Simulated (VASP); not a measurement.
# Al16Ru15 (a cell with a defect) in VASP: a series of runs

Runs on Al16Ru15 (a cell with a defect). Level: PBE. Tasks: single point.

All numbers are computed with VASP 6.6.1; they aren't measurements. Logs are shortened: lines on timing, memory, paths and dates and some standing lists are left out, and cuts for length are marked.

## (1) The cell of the first run

The cell holds a defect, 31 atoms: a = 8.495 Å, b = 8.495 Å, c = 8.495 Å, α = 60.00°, β = 60.00°, γ = 60.00°.

## (2) Single point, PBE

Input file INCAR:

```
PREC     = Accurate       # precision mode
ENCUT    = 520            # plane-wave cutoff, eV
EDIFF    = 1E-7           # SCF threshold, eV
ISMEAR   = 1              # smearing method
SIGMA    = 0.1            # smearing width, eV
LREAL    = Auto         
LASPH    = T              # aspherical terms in the spheres
NELM     = 60             # most SCF steps
ALGO     = Normal         # electronic algorithm
ISIF     = 2              # what is computed and relaxed
LWAVE    = F              # write WAVECAR
LCHARG   = F              # write CHGCAR
GGA      = PE             # functional
NBANDS   = 150            # bands
```

Input file KPOINTS:

```
regular mesh
0
Gamma
  2 2 2
```

Input file POSCAR:

```
Al16Ru15
1.0
    0.0000000000      6.0068828200      6.0068828200
    6.0068828200      0.0000000000      6.0068828200
    6.0068828200      6.0068828200      0.0000000000
Al Ru
16 15
Direct
   -0.0007772749     -0.0001608053      0.0023066185
    0.2510890919      0.2517135663      0.2466896947
   -0.0006680150     -0.0001359706      0.4984737995
    0.2512087911      0.2517470012      0.7503364580
    0.0035377520      0.4996443987     -0.0016378867
    0.2468965499      0.7518785269      0.2505608780
   -0.0006342207      0.5035595951      0.4984275207
    0.2512190751      0.7479423215      0.7503227128
    0.4991446088      0.0041508582     -0.0017322789
    0.7513828796      0.2475000777      0.2504616224
    0.5029694802     -0.0001608920      0.4985428497
    0.7473770912      0.2516884041      0.7504291063
    0.4991593472      0.4997235792     -0.0017184421
    0.7513591721      0.7519128292      0.2505273626
    0.4990391718      0.4997116074      0.5027810031
    0.7512537859      0.7519253096      0.7461283912
    0.1252578959      0.1257558071      0.1244025171
    0.3762437997      0.3767547206      0.3734388049
    0.3751961420      0.3757925918      0.8744904719
    0.1252497464      0.6257905310      0.1243838351
    0.3761839399      0.8748601919      0.3734539570
    0.1251680396      0.6258057355      0.6244275458
    0.3760904201      0.8748969702      0.8753627327
    0.6251304156      0.1258019687      0.1244980943
    0.8742649390      0.3767330727      0.3735297943
    0.6252595107      0.1258234468      0.6243650731
    0.8743191458      0.3767208993      0.8753186294
    0.6252248967      0.6258122286      0.1244262408
    0.8751921860      0.8758025583      0.3744704813
    0.6253119127      0.6257371445      0.6243687196
    0.8743253880      0.8748149670      0.8753503483
```

Potentials or basis: VASP PAW PBE potentials, release 64 (Al, Ru_pv).

On the command line:

```sh
cat potpaw_PBE.64/Al/POTCAR potpaw_PBE.64/Ru_pv/POTCAR > POTCAR
mpirun -np 1 vasp_std > vasp.out
```

OUTCAR:

```text
PREC = Accurate
   ENCUT = 520
   EDIFF = 1E-7
   ISMEAR = 1
   LREAL = Auto
   LASPH = T
   NELM = 60
   ISIF = 2
   GGA = PE

 ion  position               nearest neighbor table
   1  0.999  1.000  0.002-  29 2.58  17 2.59  20 2.59  24 2.59  23 2.61  31 2.61  27 2.61  14 2.98
                            10 2.98   6 2.98  12 3.03   8 3.03   4 3.03
   2  0.251  0.252  0.247-  19 2.58  24 2.59  17 2.59  20 2.59  25 2.61  21 2.61  18 2.61   5 2.98
                             9 2.98  13 2.98   7 3.02   3 3.03  11 3.03
   3  0.999  1.000  0.498-  29 2.58  22 2.59  17 2.59  26 2.59  21 2.61  25 2.61  31 2.61   6 2.98
                            10 2.98  16 2.98   2 3.03   8 3.03  12 3.03
   4  0.251  0.252  0.750-  19 2.58  26 2.59  22 2.59  17 2.59  23 2.61  27 2.61  18 2.61  15 2.98
                             9 2.98   5 2.98  11 3.03   7 3.03   1 3.03
   5  0.004  0.500  0.998-  19 2.58  20 2.59  17 2.59  22 2.59  25 2.60  31 2.60  27 2.60  28 2.62
                             2 2.98   4 2.98   8 2.98  10 3.03  14 3.03  16 3.03
   6  0.247  0.752  0.251-  29 2.58  22 2.59  17 2.59  20 2.59  18 2.60  21 2.60  23 2.60  28 2.62
                             7 2.98   3 2.98   1 2.98  15 3.03  13 3.03   9 3.03
   7  0.999  0.504  0.498-  29 2.58  20 2.59  22 2.59  30 2.59  25 2.61  18 2.61  27 2.61   6 2.98
                            14 2.98  16 2.98   2 3.02   4 3.03  12 3.03
   8  0.251  0.748  0.750-  19 2.58  20 2.59  22 2.59  30 2.59  23 2.61  21 2.61  31 2.61  15 2.98
                            13 2.98   5 2.98  11 3.03   3 3.03   1 3.03
   9  0.499  0.004  0.998-  19 2.58  24 2.59  17 2.59  26 2.59  31 2.60  21 2.60  23 2.60  28 2.62
[... 31 lines left out ...]
  25  0.874  0.377  0.374-   5 2.60  14 2.60  10 2.60  15 2.60   2 2.61   7 2.61   3 2.61  12 2.61
                            28 2.99  30 3.00  26 3.00  20 3.00  17 3.00
  26  0.625  0.126  0.624-  15 2.59  16 2.59   9 2.59  10 2.59  12 2.59   4 2.59   3 2.59  11 2.59
                            29 3.00  25 3.00  18 3.00  31 3.00  19 3.00  23 3.00
  27  0.874  0.377  0.875-  10 2.60  13 2.60   5 2.60  16 2.60  12 2.61   1 2.61   4 2.61   7 2.61
                            28 2.99  22 3.00  30 3.00  17 3.00  24 3.00
  28  0.625  0.626  0.124-  16 2.62  13 2.62  10 2.62   5 2.62   6 2.62  14 2.62   9 2.62  15 2.62
                            18 2.99  21 2.99  31 2.99  25 2.99  23 2.99  27 2.99
  29  0.875  0.876  0.374-  16 2.58  14 2.58  10 2.58   6 2.58   1 2.58   3 2.58  11 2.58   7 2.58
                            26 3.00  22 3.00  30 3.00  17 3.00  24 3.00  20 3.00
  30  0.625  0.626  0.624-  14 2.59  15 2.59  16 2.59  13 2.59  12 2.59   7 2.59   8 2.59  11 2.59
                            25 3.00  29 3.00  27 3.00  21 3.00  19 3.00  23 3.00
  31  0.874  0.875  0.875-   5 2.60  14 2.60   9 2.60  16 2.60  12 2.61   3 2.61   1 2.61   8 2.61
                            28 2.99  22 3.00  20 3.00  26 3.00  24 3.00

  LATTYP: Found a face centered cubic cell.
 ALAT       =    12.0137656400

  Lattice vectors:

 A1 = (   0.0000000000,   6.0068828200,   6.0068828200)
 A2 = (   6.0068828200,   0.0000000000,   6.0068828200)
 A3 = (   6.0068828200,   6.0068828200,   0.0000000000)

Analysis of symmetry for initial positions (statically):
=====================================================================
 Subroutine PRICEL returns:
[... 184 lines left out ...]
     AMIX_MAG =   1.60;   BMIX_MAG =  1.00
  volume/ion in A,a.u.               =      13.98        94.37
  Fermi-wavevector in a.u.,A,eV,Ry     =   1.377069  2.602282 25.800972  1.896318
  Thomas-Fermi vector in A             =   2.502256
   LORBIT       =      0    0 simple, 1 ext, 2 COOP (PROOUT), +10 PAW based schemes
   GGA     = PE    functional components
   LHFCALC =     F    Hartree Fock is set to
   AEXX    =    0.0000 exact exchange contribution
   IVDW    =     0    specifies the selected vdW correction
   LEPSILON=     F    determine dielectric tensor
   LRPA    =     F    only Hartree local field effects (RPA)
 non-spin polarized calculation
 Methfessel and Paxton  Order N= 1 SIGMA  =   0.10
  energy-cutoff  :      520.00
  volume of cell :      433.49
 maximum number of plane-waves:     11708
 NGX is ok and might be reduce to    64
   NGX = 31   NGY = 31   NGZ = 31

 number of electron     258.0000073 magnetization

 Free energy of the ion-electron system (eV)
  ---------------------------------------------------
  ext. energy  EPLUGINS =         0.00000000
  ---------------------------------------------------
  free energy    TOTEN  =      -217.82550895 eV

  energy without entropy =     -217.81966594  energy(sigma->0) =     -217.82356128

 E-fermi :  10.0012     XC(G=0): -12.2474

 val. band max:        9.9731131997   @ k =   0.5000   0.5000   0.5000
 cond. band min:      10.0372841209   @ k =   0.0000   0.0000   0.0000
 fundamental gap:      0.0641709212
 Fermi energy:        10.0012374992

 k-point     1 :       0.0000    0.0000    0.0000
  band No.  band energies     occupation
      1     -31.8778      2.00000
      2     -31.8777      2.00000
      3     -31.8776      2.00000
      4     -31.8366      2.00000
      5     -31.8366      2.00000
      6     -31.8366      2.00000
[... 1141 lines left out ...]
    140      12.1259      0.00000
    141      12.2302      0.00000
 [bands above 141 left out]

------------------------ aborting loop because EDIFF is reached ----------------------------------------

  FORCE on cell =-STRESS in cart. coord.  units (eV):
  Direction    XX          YY          ZZ          XY          YZ          ZX
  --------------------------------------------------------------------------------------
  -------------------------------------------------------------------------------------
  Total       -2.6495522     -2.6520351     -2.6645272      0.0040126      0.0036032     -0.0033876
  in kB       -9.7927707     -9.8019476     -9.8481185      0.0148305      0.0133173     -0.0125205
  external PRESSURE =      -9.8142789 kB  Pullay stress =       0.0000000 kB

 VOLUME and BASIS-vectors are now :
 -----------------------------------------------------------------------------
  energy-cutoff  :      520.00
  volume of cell :      433.49
      direct lattice vectors                 reciprocal lattice vectors
     0.000000000  6.006882820  6.006882820    -0.083237848  0.083237848  0.083237848
     6.006882820  0.000000000  6.006882820     0.083237848 -0.083237848  0.083237848
     6.006882820  6.006882820  0.000000000     0.083237848  0.083237848 -0.083237848

 POSITION                                       TOTAL-FORCE (eV/Angst)
 -----------------------------------------------------------------------------------
      6.01977      6.01607     12.00813        -0.005850     -0.008018      0.007186
      2.99385      2.99010      3.02028         0.005255      0.005883     -0.003373
      9.00034      8.99714     12.00894         0.006924      0.004805      0.005580
      6.01940      6.01616      3.02120        -0.005211     -0.005652     -0.005867
      8.99835      6.01830      3.02256         0.002148     -0.003936     -0.003102
      6.02154      2.98817      5.99952        -0.003139      0.001166      0.002511
[... 23 lines left out ...]
      7.50924      7.50669      7.51491         0.003416     -0.000943     -0.002131
     10.51304     10.51010     10.50688         0.001662     -0.000408      0.001679
 -----------------------------------------------------------------------------------
    total drift:                               -0.007203      0.012701     -0.035243

  FREE ENERGIE OF THE ION-ELECTRON SYSTEM (eV)
  ---------------------------------------------------
  free  energy   TOTEN  =      -217.8255089532 eV

  energy  without entropy=     -217.8196659372  energy(sigma->0) =     -217.82356128
```

OSZICAR:

```text
N       E                     dE             d eps       ncg     rms          rms(c)
DAV:   1     0.272619041868E+04    0.27262E+04   -0.14326E+05  2672   0.171E+03
DAV:   2    -0.565748678959E+02   -0.27828E+04   -0.26887E+04  2544   0.495E+02
DAV:   3    -0.221085941675E+03   -0.16451E+03   -0.15436E+03  3074   0.102E+02
[... 14 lines left out ...]
DAV:  18    -0.217825510214E+03    0.70406E-06   -0.23116E-06  2852   0.889E-03    0.413E-03
DAV:  19    -0.217825509508E+03    0.70632E-06   -0.57738E-07  2424   0.382E-03    0.272E-03
DAV:  20    -0.217825509156E+03    0.35211E-06   -0.28371E-07  1992   0.346E-03    0.154E-03
DAV:  21    -0.217825508977E+03    0.17896E-06   -0.58411E-08  1326   0.125E-03    0.555E-04
DAV:  22    -0.217825508953E+03    0.23494E-07   -0.16843E-08  1326   0.576E-04
   1 F= -.21782551E+03 E0= -.21782356E+03  d E =-.584302E-02
```

stdout:

```text
POSCAR found type information on POSCAR AlRu
 POSCAR found :  2 types and      31 ions
 scaLAPACK will be used
 LDA part: xc-table for (Slater+PW92), standard interpolation
 POSCAR, INCAR and KPOINTS ok, starting setup
 FFT: planning ... GRIDC
 FFT: planning ... GRID_SOFT
 FFT: planning ... GRID
 WAVECAR not read
 entering main loop
```

Run time: 26 min. Hardware: 1 thread of Intel Xeon Platinum 8259CL at 2.50GHz (Skylake/Cascade Lake), shared host; peak memory 0.75 GiB.

What came out:

```
Free energy            : -217.8255 eV
Pressure               : -1.0 GPa
Largest force          : 0.013 eV/Å
Band gap on the k mesh : zero (bands 129 and 130 overlap by 0.52 eV)
```

Forces in eV/Å, atoms in the order of the input:
```
Al  -0.006 -0.008  0.007
Al   0.005  0.006 -0.003
Al   0.007  0.005  0.006
Al  -0.005 -0.006 -0.006
Al   0.002 -0.004 -0.003
Al  -0.003  0.001  0.003
Al  -0.003  0.006 -0.005
Al   0.008 -0.008  0.007
Al  -0.005  0.004 -0.006
Al   0.003 -0.002  0.002
Al   0.005 -0.003 -0.003
Al  -0.006  0.005  0.007
Al   0.003  0.001  0.002
Al  -0.005 -0.003 -0.004
Al  -0.003  0.000  0.005
Al   0.002  0.005 -0.004
Ru   0.001  0.000  0.000
Ru  -0.001 -0.001 -0.005
Ru  -0.002 -0.001  0.001
Ru   0.000  0.001  0.001
Ru   0.001  0.001 -0.001
Ru   0.001  0.002  0.000
Ru   0.000  0.001  0.000
Ru  -0.001  0.001  0.003
Ru   0.000 -0.001 -0.001
Ru   0.000  0.000 -0.001
Ru  -0.001  0.000  0.000
Ru   0.000  0.000  0.000
Ru  -0.001  0.001  0.000
Ru   0.003 -0.001 -0.002
Ru   0.002  0.000  0.002
```

Levels at points of the mesh, in eV from the Fermi level:
```tsv
k point	band 126	band 127	band 128	band 129	band 130	band 131	band 132	band 133
(0.00, 0.00, 0.00)	-1.03	-1.00	0.04	0.04	0.04	0.45	0.45	0.45
(0.50, 0.00, 0.00)	-0.18	-0.18	-0.10	-0.10	-0.10	-0.03	-0.03	0.29
(0.00, 0.50, 0.00)	-0.18	-0.18	-0.10	-0.10	-0.10	-0.03	-0.03	0.29
(0.00, 0.00, 0.50)	-0.18	-0.18	-0.10	-0.10	-0.10	-0.03	-0.03	0.29
(0.50, 0.50, 0.50)	-0.18	-0.18	-0.10	-0.10	-0.10	-0.03	-0.03	0.29
(0.50, 0.50, 0.00)	-0.33	0.07	0.40	0.42	0.67	0.67	0.78	0.81
(0.00, 0.50, 0.50)	-0.33	0.07	0.40	0.42	0.67	0.67	0.78	0.81
(0.50, 0.00, 0.50)	-0.33	0.07	0.40	0.42	0.67	0.67	0.78	0.81
```

Caveat: the k points lie up to 0.45 Å⁻¹ apart, too coarse for converged energies and pressures of a metal.

## (3) Single point, PBE

Input file INCAR:

```
SYSTEM = Al16Ru15
PREC = Accurate ; ENCUT = 520
EDIFF = 1E-7 ; ISMEAR = 1
SIGMA = 0.1 ; LREAL = Auto
LASPH = .TRUE. ; NELM = 60
ALGO = Normal ; ISIF = 2
LWAVE = .FALSE. ; LCHARG = .TRUE.
GGA = PE ; LELF = .TRUE.
LVHAR = .TRUE. ; NBANDS = 150
```

Input file KPOINTS:

```
Automatic mesh
0
G
  2 2 2
  0 0 0
```

Input file POSCAR:

```
Al16Ru15
1.0
    0.0000000000      6.0068828200      6.0068828200
    6.0068828200      0.0000000000      6.0068828200
    6.0068828200      6.0068828200      0.0000000000
Al Ru
16 15
Direct
    0.0004254246      0.0021252289      0.0006144477
    0.2483739478      0.2500857915      0.2485748443
    0.0004267497      0.0021198106      0.4963727937
    0.2484105613      0.2500957201      0.7524619691
    0.0005006619      0.4977227022      0.0007166100
    0.2484639670      0.7538153832      0.2486647538
   -0.0035178611      0.5019944969      0.5005771235
    0.2525917021      0.7499777049      0.7485244621
    0.4961137405      0.0021490737      0.0006844251
    0.7522400383      0.2501032573      0.2486244623
    0.5004100339     -0.0019719925      0.5005840927
    0.7483344928      0.2541834097      0.7485376848
    0.5003387609      0.5020032818     -0.0032717967
    0.7482789441      0.7499580030      0.2528669242
    0.5003013377      0.5019569467      0.5004846055
    0.7482684520      0.7499446883      0.7484698513
    0.1243751656      0.1259376683      0.1245994529
    0.1235916831      0.1252226646      0.6253665003
    0.3744007596      0.3760626736      0.8745599873
    0.1235269865      0.6268654338      0.1237561859
    0.3743598933      0.8760343835      0.3746065230
    0.1234985860      0.6268855684      0.6254679621
    0.3743738084      0.8760550937      0.8745975928
    0.6251729083      0.1252057925      0.1237960915
    0.8743644814      0.3760490186      0.3746039592
    0.6251996070      0.1251838871      0.6254218245
    0.8743662191      0.3760518325      0.8746124205
    0.6252532562      0.6269025440      0.1237158582
    0.8744114740      0.8760450661      0.3745642439
    0.6243696981      0.6259126501      0.6246124269
    0.8743650127      0.8760126011      0.8745945340
```

Potentials or basis: VASP PAW PBE potentials, release 64 (Al, Ru_pv).

On the command line:

```sh
cat potpaw_PBE.64/Al/POTCAR potpaw_PBE.64/Ru_pv/POTCAR > POTCAR
mpirun -np 1 vasp_std > vasp.out
```

Run time: 85 min. Hardware: 1 thread of Intel Xeon 8259CL, shared host; peak memory 0.76 GiB.

Results (log left out):

```
Free energy            : -217.8254 eV
Pressure               : -1.0 GPa
Largest force          : 0.015 eV/Å
Band gap on the k mesh : zero (bands 129 and 130 overlap by 0.52 eV)
```

Forces in eV/Å, atoms in the order of the input:
```
Al  -0.001  0.000 -0.002
Al   0.006  0.008  0.006
Al   0.001  0.003 -0.001
Al  -0.006 -0.006  0.007
Al   0.003 -0.005  0.003
Al  -0.006  0.006 -0.005
Al  -0.007  0.007  0.006
Al   0.002 -0.001 -0.001
Al  -0.004  0.004  0.001
Al   0.007 -0.006 -0.008
Al   0.009 -0.009  0.007
Al  -0.002  0.004 -0.001
Al   0.006  0.006 -0.007
Al  -0.002 -0.002  0.003
Al  -0.004 -0.006 -0.005
Al   0.002  0.003  0.002
Ru   0.002 -0.001  0.001
Ru   0.000  0.001 -0.010
Ru  -0.001 -0.001 -0.001
Ru   0.001 -0.008  0.000
Ru  -0.001 -0.001 -0.001
Ru   0.008  0.000  0.000
Ru   0.000  0.000 -0.002
Ru  -0.009  0.000  0.000
Ru   0.000 -0.001 -0.001
Ru   0.000  0.009  0.000
Ru  -0.002 -0.001 -0.001
Ru  -0.001 -0.001  0.008
Ru  -0.001  0.000 -0.001
Ru   0.002 -0.001  0.001
Ru   0.000  0.000 -0.001
```

Levels at points of the mesh, in eV from the Fermi level:
| k point | band 127 | band 128 | band 129 | band 130 | band 131 | band 132 |
| --- | --- | --- | --- | --- | --- | --- |
| (0.00, 0.00, 0.00) | -1.00 | 0.04 | 0.04 | 0.04 | 0.45 | 0.45 |
| (0.50, 0.00, 0.00) | -0.18 | -0.10 | -0.10 | -0.10 | -0.03 | -0.03 |
| (0.00, 0.50, 0.00) | -0.18 | -0.10 | -0.10 | -0.10 | -0.03 | -0.03 |
| (0.00, 0.00, 0.50) | -0.18 | -0.10 | -0.10 | -0.10 | -0.03 | -0.03 |
| (0.50, 0.50, 0.50) | -0.18 | -0.10 | -0.10 | -0.10 | -0.03 | -0.03 |
| (0.50, 0.50, 0.00) | 0.07 | 0.41 | 0.42 | 0.67 | 0.67 | 0.78 |
| (0.00, 0.50, 0.50) | 0.07 | 0.41 | 0.42 | 0.67 | 0.67 | 0.78 |
| (0.50, 0.00, 0.50) | 0.07 | 0.41 | 0.42 | 0.67 | 0.67 | 0.78 |

Caveat: the k points lie up to 0.45 Å⁻¹ apart, too coarse for converged energies and pressures of a metal.

The gap in the log of VASP goes by the Fermi energy; the results here count the filled bands.